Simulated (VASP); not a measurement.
Set up this calculation in VASP 6.6.1, as the native input.

| Quantity | Value |
| --- | --- |
| Task | single point |
| Functional | r2SCAN |
| Potentials or basis | VASP PAW PBE potentials, release 64 (Pb_d, Se) |
| Cutoff | 520 eV |
| k mesh | 6 × 6 × 6 |
| Occupations | gaussian, width 0.01 eV |
| Spin | no spin polarisation |
| Dipole correction | no |
| Further INCAR settings | ALGO = Normal; EDIFF = 1e-06; NBANDS = 28 |

Crystal: PbSe.

```
CELL_PARAMETERS angstrom
2.22321 -6.23663 0.00000
2.22321 6.23663 0.00000
0.00000 0.00000 4.61083
ATOMIC_POSITIONS crystal
Pb 0.63660 0.36340 0.75000
Pb 0.36340 0.63660 0.25000
Se 0.86041 0.13959 0.75000
Se 0.13959 0.86041 0.25000
```

This cell differs from its parent crystal: strain +4.0%.

The input as run:

POSCAR

```
PbSe
1.0
    2.2232119353     -6.2366344627      0.0000000000
    2.2232119353      6.2366344627      0.0000000000
    0.0000000000      0.0000000000      4.6108284599
Pb Se
2 2
Direct
    0.6365998072      0.3634001928      0.7500000000
    0.3634001928      0.6365998072      0.2500000000
    0.8604132727      0.1395867273      0.7500000000
    0.1395867273      0.8604132727      0.2500000000
```

INCAR.step1

```
PREC = Accurate
ENCUT = 520
ISMEAR = 0
SIGMA = 0.01
LREAL = False
LASPH = True
NELM = 80
NBANDS = 28
GGA = PE
ALGO = Normal
EDIFF = 1E-4
LWAVE = True
LCHARG = False
```

INCAR.step2

```
PREC = Accurate
ENCUT = 520
EDIFF = 1E-6
ISMEAR = 0
SIGMA = 0.01
LREAL = False
LASPH = True
NELM = 80
ALGO = Normal
ISIF = 2
LWAVE = False
LCHARG = False
METAGGA = R2SCAN
LMIXTAU = True
NBANDS = 28
ISTART = 1
```

KPOINTS

```
regular mesh
0
Gamma
  6 6 6
```

Potentials or basis: VASP PAW PBE potentials, release 64 (Pb_d, Se).

Command:

```sh
$ cat potpaw_PBE.64/Pb_d/POTCAR potpaw_PBE.64/Se/POTCAR > POTCAR
$ cp INCAR.step1 INCAR
$ mpirun -np 1 vasp_std > vasp.out
$ cp INCAR.step2 INCAR
$ mpirun -np 1 vasp_std > vasp.out
```

It gave:

```json
{
 "Pressure": "-2.6 GPa",
 "Largest force": "0.006 eV/Å",
 "Band gap on the k mesh": "1.74 eV (least direct gap 1.81 eV)"
}
```

Caveat: the cell differs from its parent crystal (strain +4.0%); the PAW data sets were made with another functional, which shifts forces and pressure a little; spin-orbit coupling is left out, which moves the levels of the heavy elements.

Wall time 21 min on 1 thread of Intel Xeon 8259CL, with other jobs on the host, peak memory 0.42 GiB.
